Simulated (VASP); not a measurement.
# GaSb (F-43m) in VASP: a series of runs

GaSb is run at these levels: PBE+D3(BJ); tasks: single point, relaxation of cell and atoms.

All numbers are computed with VASP 6.6.1; they aren't measurements. Logs are shortened: lines on timing, memory, paths and dates and some standing lists are left out, and cuts for length are marked.

## 1. The cell of the first run

It takes space group F-43m (No. 216, cubic). The conventional cell has a = 6.126 Å, b = 6.126 Å, c = 6.126 Å, α = 90.00°, β = 90.00°, γ = 90.00°. Ga (site symmetry -43m) has 4 Sb at 2.65 Å within 3.5 Å. Sb (site symmetry -43m) has 4 Ga at 2.65 Å within 3.5 Å.

## 2. Single point, PBE+D3(BJ)

Contents of INCAR:

```
SYSTEM = GaSb
ALGO     = Normal         ! electronic algorithm
EDIFF    = 1E-6           ! SCF threshold, eV
ENCUT    = 500            ! plane-wave cutoff, eV
GGA      = PE             ! functional
GGA_COMPAT= .FALSE.      
ISIF     = 2              ! what is computed and relaxed
ISMEAR   = 0              ! smearing method
IVDW     = 12             ! dispersion correction
LASPH    = .TRUE.         ! aspherical terms in the spheres
LCHARG   = .TRUE.         ! write CHGCAR
LELF     = .TRUE.         ! ELF
LREAL    = .FALSE.        ! projectors in reciprocal space
LVHAR    = .TRUE.       
LWAVE    = .FALSE.        ! write WAVECAR
NBANDS   = 16             ! bands
NELM     = 120            ! most SCF steps
PREC     = Accurate       ! precision mode
SIGMA    = 0.1            ! smearing width, eV
```

Contents of KPOINTS:

```
k-points
0
G
  16 16 16
  0 0 0
```

Contents of POSCAR:

```
GaSb
1.0
    0.0000000000      3.0632400465      3.0632400465
    3.0632400465      0.0000000000      3.0632400465
    3.0632400465      3.0632400465      0.0000000000
Ga Sb
1 1
Direct
    0.0000000000      0.0000000000      0.0000000000
    0.7500000000      0.7500000000      0.7500000000
```

Potentials or basis: VASP PAW PBE potentials, release 64 (Ga_d, Sb).

Run with:

```
> cat potpaw_PBE.64/Ga_d/POTCAR potpaw_PBE.64/Sb/POTCAR > POTCAR
> mpirun -np 1 vasp_std > vasp.out
```

OUTCAR:

```text
SYSTEM = GaSb
   EDIFF = 1E-6
   ENCUT = 500
   GGA = PE
   ISIF = 2
   ISMEAR = 0
   IVDW = 12
   LASPH = .TRUE.
   LREAL = .FALSE.
   NELM = 120
   PREC = Accurate
 IVDW          = 12

 ion  position               nearest neighbor table
   1  0.000  0.000  0.000-   2 2.65   2 2.65   2 2.65   2 2.65
   2  0.750  0.750  0.750-   1 2.65   1 2.65   1 2.65   1 2.65

  LATTYP: Found a face centered cubic cell.
 ALAT       =     6.1264800930

  Lattice vectors:

 A1 = (   0.0000000000,   3.0632400465,   3.0632400465)
 A2 = (   3.0632400465,   0.0000000000,   3.0632400465)
 A3 = (   3.0632400465,   3.0632400465,   0.0000000000)

Analysis of symmetry for initial positions (statically):
=====================================================================
 Subroutine PRICEL returns:
 Original cell was already a primitive cell.

 Routine SETGRP: Setting up the symmetry group for a
 face centered cubic supercell.

 Subroutine GETGRP returns: Found 24 space group operations
 (whereof 24 operations were pure point group operations)
 out of a pool of 48 trial point group operations.

The static configuration has the point symmetry T_d .

Analysis of symmetry for dynamics (positions and initial velocities):
=====================================================================
 Subroutine PRICEL returns:
 Original cell was already a primitive cell.

 Routine SETGRP: Setting up the symmetry group for a
 face centered cubic supercell.

 Subroutine GETGRP returns: Found 24 space group operations
 (whereof 24 operations were pure point group operations)
 out of a pool of 48 trial point group operations.

The dynamic configuration has the point symmetry T_d .

 Subroutine INISYM returns: Found 24 space group operations
 (whereof 24 operations are pure point group operations),
 and found     1 'primitive' translations

----------------------------------------------------------------------------------------

                                     Primitive cell

  volume of cell :      57.4875

  direct lattice vectors                    reciprocal lattice vectors
     0.000000000  3.063240046  3.063240046    -0.163225863  0.163225863  0.163225863
     3.063240046  0.000000000  3.063240046     0.163225863 -0.163225863  0.163225863
     3.063240046  3.063240046  0.000000000     0.163225863  0.163225863 -0.163225863

  length of vectors
     4.332075619  4.332075619  4.332075619     0.282715488  0.282715488  0.282715488

  position of ions in fractional coordinates (direct lattice)
     0.000000000  0.000000000  0.000000000
     0.750000000  0.750000000  0.750000000

[... 77 lines left out ...]
   LREAL  =      F    real-space projection
   EDIFFG = 0.1E-04   stopping-criterion for IOM
   NSW    =      0    number of steps for IOM
   IBRION =     -1    ionic relax: 0-MD 1-quasi-New 2-CG
   NFREE  =      0    steps in history (QN), initial steepest desc. (CG)
   ISIF   =      2    stress and relaxation
   ISYM   =      2    0-nonsym 1-usesym 2-fastsym
   POTIM  = 0.5000    time-step for ionic-motion
   TEBEG  =    0.0;   TEEND  =   0.0 temperature during run
   PSTRESS=    0.0 pullay stress
   NELECT =      18.0000    total number of electrons
   NUPDOWN=      -1.0000    fix difference up-down
   EMIN   =  10.00;   EMAX   =-10.00  energy-range for DOS
   EFERMI =   0.00;   METHOD = LEGACY
   ISMEAR =     0;   SIGMA  =   0.10  broadening in eV -4-tet -1-fermi 0-gaus
   EFERMI_NEDOS =   21; number of points for ismear=-14 and -15
   IALGO  =     38    algorithm
   IMIX   =      4    mixing-type and parameters
     AMIX     =   0.40;   BMIX     =  1.00
     AMIX_MAG =   1.60;   BMIX_MAG =  1.00
  volume/ion in A,a.u.               =      28.74       193.97
  Fermi-wavevector in a.u.,A,eV,Ry     =   1.111667  2.100746 16.814122  1.235803
  Thomas-Fermi vector in A             =   2.248232
   LORBIT       =      0    0 simple, 1 ext, 2 COOP (PROOUT), +10 PAW based schemes
   GGA     = PE    functional components
   LHFCALC =     F    Hartree Fock is set to
   AEXX    =    0.0000 exact exchange contribution
   IVDW    =    12    specifies the selected vdW correction
   LEPSILON=     F    determine dielectric tensor
   LRPA    =     F    only Hartree local field effects (RPA)
 non-spin polarized calculation
 Gauss-broadening in eV      SIGMA  =   0.10
  energy-cutoff  :      500.00
  volume of cell :       57.49
 maximum number of plane-waves:      1476
   NGX = 15   NGY = 15   NGZ = 15

 number of electron      17.9999987 magnetization

 Free energy of the ion-electron system (eV)
  ---------------------------------------------------
  ext. energy  EPLUGINS =         0.00000000
  ---------------------------------------------------
  free energy    TOTEN  =        -7.35675160 eV

  energy without entropy =       -7.35668180  energy(sigma->0) =       -7.35671670

 E-fermi :   4.9066     XC(G=0):  -9.0718

 val. band max:        4.8334423248   @ k =   0.0000   0.0000   0.0000
 cond. band min:       5.2216069077   @ k =   0.5000   0.0000   0.0000
 fundamental gap:      0.3881645830
 Fermi energy:         4.9065627353

 k-point     1 :       0.0000    0.0000    0.0000
  band No.  band energies     occupation
      1     -10.1977      2.00000
      2     -10.1977      2.00000
      3     -10.1977      2.00000
      4     -10.1486      2.00000
      5     -10.1486      2.00000
      6      -6.6212      2.00000
[... 433 lines left out ...]
      3     -10.1960      2.00000
      4     -10.1490      2.00000
      5     -10.1486      2.00000
      6      -6.5146      2.00000
[... 8 lines left out ...]
     15      12.5220      0.00000
     16      12.9271      0.00000

 [... further k-points ...]

------------------------ aborting loop because EDIFF is reached ----------------------------------------

 Edisp (eV)   -0.66195

 E8    (eV) :    -0.3104

  FORCE on cell =-STRESS in cart. coord.  units (eV):
  Direction    XX          YY          ZZ          XY          YZ          ZX
  --------------------------------------------------------------------------------------
  -------------------------------------------------------------------------------------
  Total       0.04787     0.04787     0.04787     0.00000     0.00000     0.00000
  in kB       1.33427     1.33427     1.33427     0.00000     0.00000     0.00000
  external pressure =        1.33 kB  Pullay stress =        0.00 kB

 VOLUME and BASIS-vectors are now :
 -----------------------------------------------------------------------------
  energy-cutoff  :      500.00
  volume of cell :       57.49
      direct lattice vectors                 reciprocal lattice vectors
     0.000000000  3.063240046  3.063240046    -0.163225863  0.163225863  0.163225863
     3.063240046  0.000000000  3.063240046     0.163225863 -0.163225863  0.163225863
     3.063240046  3.063240046  0.000000000     0.163225863  0.163225863 -0.163225863

 POSITION                                       TOTAL-FORCE (eV/Angst)
 -----------------------------------------------------------------------------------
      0.00000      0.00000      0.00000        -0.000000     -0.000000     -0.000000
      4.59486      4.59486      4.59486         0.000000      0.000000      0.000000
 -----------------------------------------------------------------------------------
    total drift:                               -0.000000     -0.000000     -0.000000

  FREE ENERGIE OF THE ION-ELECTRON SYSTEM (eV)
  ---------------------------------------------------
  free  energy   TOTEN  =        -8.0186992077 eV

  energy  without entropy=       -8.0186294057  energy(sigma->0) =       -8.01866431
```

OSZICAR:

```text
N       E                     dE             d eps       ncg     rms          rms(c)
DAV:   1     0.817479474333E+02    0.81748E+02   -0.84412E+03  4712   0.136E+03
DAV:   2    -0.100904882592E+01   -0.82757E+02   -0.79744E+02  5472   0.296E+02
DAV:   3    -0.729694906767E+01   -0.62879E+01   -0.62724E+01  5584   0.647E+01
DAV:   4    -0.740773640583E+01   -0.11079E+00   -0.11078E+00  5864   0.964E+00
DAV:   5    -0.741032829969E+01   -0.25919E-02   -0.25918E-02  5904   0.131E+00    0.316E+00
DAV:   6    -0.736798772755E+01    0.42341E-01   -0.61509E-02  6696   0.386E+00    0.189E+00
DAV:   7    -0.735527125079E+01    0.12716E-01   -0.37518E-02  5376   0.156E+00    0.340E-01
DAV:   8    -0.735622361950E+01   -0.95237E-03   -0.42875E-03  6120   0.747E-01    0.818E-02
DAV:   9    -0.735670287181E+01   -0.47925E-03   -0.67117E-04  5448   0.198E-01    0.332E-02
DAV:  10    -0.735672979063E+01   -0.26919E-04   -0.34752E-05  6184   0.375E-02    0.896E-03
DAV:  11    -0.735675093068E+01   -0.21140E-04   -0.29391E-05  5288   0.351E-02    0.625E-03
DAV:  12    -0.735675160290E+01   -0.67222E-06   -0.12853E-06  5928   0.848E-03
   1 F= -.80186992E+01 E0= -.80186643E+01  d E =-.698020E-04
```

stdout:

```text
POSCAR found type information on POSCAR GaSb
 POSCAR found :  2 types and       2 ions
 scaLAPACK will be used
 LDA part: xc-table for (Slater+PW92), standard interpolation
 POSCAR, INCAR and KPOINTS ok, starting setup
 FFT: planning ... GRIDC
 FFT: planning ... GRID_SOFT
 FFT: planning ... GRID
 WAVECAR not read
 entering main loop
```

Wall time 2.1 min (1 thread of Intel Xeon 8259CL, shared host); peak memory 0.28 GiB.

Results:

```yaml
Free_energy: -8.0187 eV
Pressure: 0.1 GPa
Band_gap_on_the_k_mesh: 0.01 eV
Dispersion_energy_per_atom: -0.331 eV
```

Caveat: the smearing spreads over this small gap; semilocal functionals underestimate gaps, and a narrow one can read as zero; spin-orbit coupling is left out, which moves the levels of the heavy elements. A k mesh can miss the band edges.

## 3. Relaxation of cell and atoms, PBE+D3(BJ)

This run uses another cell than the first one, of 28.89 Å³/atom.

Contents of INCAR:

```
SYSTEM = GaSb
  PREC = Accurate
  ENCUT = 500
  EDIFF = 1E-7
  ISMEAR = 0
  SIGMA = 0.1
  LREAL = .False.
  LASPH = .True.
  NELM = 120
  ALGO = Normal
  ISIF = 3
  LWAVE = .False.
  LCHARG = .False.
  GGA = PE
  IVDW = 12
  IBRION = 2
  NSW = 70
  EDIFFG = -0.02
  GGA_COMPAT = .False.
  NELMIN = 4
```

Contents of KPOINTS:

```
Automatic mesh
0
Gamma
  16 16 16
  0 0 0
```

Contents of POSCAR:

```
GaSb
1.0
    0.0000000000      3.0686040000      3.0686040000
    3.0686040000      0.0000000000      3.0686040000
    3.0686040000      3.0686040000      0.0000000000
Ga Sb
1 1
Direct
    0.0000000000      0.0000000000      0.0000000000
    0.7500000000      0.7500000000      0.7500000000
```

Potentials or basis: VASP PAW PBE potentials, release 64 (Ga_d, Sb).

Run with:

```
> cat potpaw_PBE.64/Ga_d/POTCAR potpaw_PBE.64/Sb/POTCAR > POTCAR
> mpirun -np 1 vasp_std > vasp.out
```

Run time: 2.6 min. Hardware: 1 thread of Intel Xeon 8259CL, shared host; peak memory 0.28 GiB.

It converged, with:

```yaml
Free_energy: -8.0188 eV
Relaxed_volume: 28.81 Å³/atom
Relaxed_cell: a = 4.335 Å, b = 4.335 Å, c = 4.335 Å, α = 60.00°, β = 60.00°, γ = 60.00°
Space_group_after_relaxing_to_0.1_Å: F-43m (No. 216)
Energy_gained_by_relaxing: 0.0 meV/atom
Ionic_steps: 2
Pressure_after_relaxing: 0.0 GPa
Band_gap_on_the_k_mesh: zero (filled and empty bands touch)
Dispersion_energy_per_atom: -0.330 eV
```

Final structure:
```xyz
2
Lattice="0.0000 3.0655 3.0655 3.0655 0.0000 3.0655 3.0655 3.0655 0.0000" Properties=species:S:1:pos:R:3 pbc="T T T"
Ga    6.1310    6.1310    6.1310
Sb    4.5982    4.5982    4.5982
```

Levels at points of the mesh, in eV from the Fermi level:
```
           k point  band 6  band 7  band 8  band 9  band 10  band 11  band 12  band 13
(0.00, 0.00, 0.00)  -11.51   -0.09   -0.08   -0.08    -0.08     2.70     2.70     2.70
(0.50, 0.00, 0.00)   -9.90   -6.41   -1.22   -1.22     0.31     3.67     3.67     6.39
(0.50, 0.50, 0.00)   -9.08   -6.86   -2.63   -2.63     0.83     1.19     8.56     8.56
```

Caveat: semilocal functionals underestimate gaps, and a narrow one can read as zero; spin-orbit coupling is left out, which moves the levels of the heavy elements.

The gap in the log of VASP goes by the Fermi energy; the results here count the filled bands.